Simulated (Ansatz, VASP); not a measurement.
## One calculation of BN, two programs

INCAR

```
ALGO     = Normal         # electronic algorithm
EDIFF    = 1E-6           # SCF threshold, eV
ENCUT    = 600            # plane-wave cutoff, eV
GGA      = PE             # functional
GGA_COMPAT= F            
ISIF     = 2              # what is computed and relaxed
ISMEAR   = 0              # smearing method
LASPH    = T              # aspherical terms in the spheres
LCHARG   = F              # write CHGCAR
LREAL    = F              # projectors in reciprocal space
LWAVE    = F              # write WAVECAR
NBANDS   = 11             # bands
NELM     = 120            # most SCF steps
PREC     = Accurate       # precision mode
SIGMA    = 0.02           # smearing width, eV
```

File KPOINTS:

```
k-points
0
Gamma
  12 12 12
```

POSCAR

```
BN
1.0
    0.0000000000      1.7561998586      1.7561998586
    1.7561998586      0.0000000000      1.7561998586
    1.7561998586      1.7561998586      0.0000000000
B N
1 1
Direct
    0.0000000000      0.0000000000      0.0000000000
    0.2500000000      0.2500000000      0.2500000000
```

Input for Ansatz:

```yaml
crystal:
  lattice:
    - [0.0, 1.7561998586, 1.7561998586]
    - [1.7561998586, 0.0, 1.7561998586]
    - [1.7561998586, 1.7561998586, 0.0]
  atoms:
    - { symbol: B, position: [0.0, 0.0, 0.0] }
    - { symbol: "N", position: [0.25, 0.25, 0.25] }
basis: {}
kpoints:
  mp_grid: { grid: [12, 12, 12] }
hamiltonian:
  xc: pbe
  pseudopotentials: { kind: all_electron, lapw: {} }
scf:
  occupations: { method: gaussian, width: 0.02 }
output:
  forces: true
  stress: true
  eigenvalues: true
```

Alike in both runs: task single point; functional PBE; k mesh 12 × 12 × 12; occupations gaussian, width 0.02 eV; no spin polarisation.

```csv
,VASP,Ansatz
version,VASP 6.6.1,Ansatz 0.2.0
potentials or method,"VASP PAW PBE potentials, release 64 (B, N), cutoff 600 eV","scalar-relativistic, all-electron LAPW"
```

```tsv
	VASP	Ansatz	Ansatz less VASP
gap on the k mesh at the Fermi level (eV)	4.55	4.56	+0.012
least direct gap on the mesh (eV)	9.23	9.24	+0.010
```

Ansatz ran all-electron here, and VASP with PAW potentials.
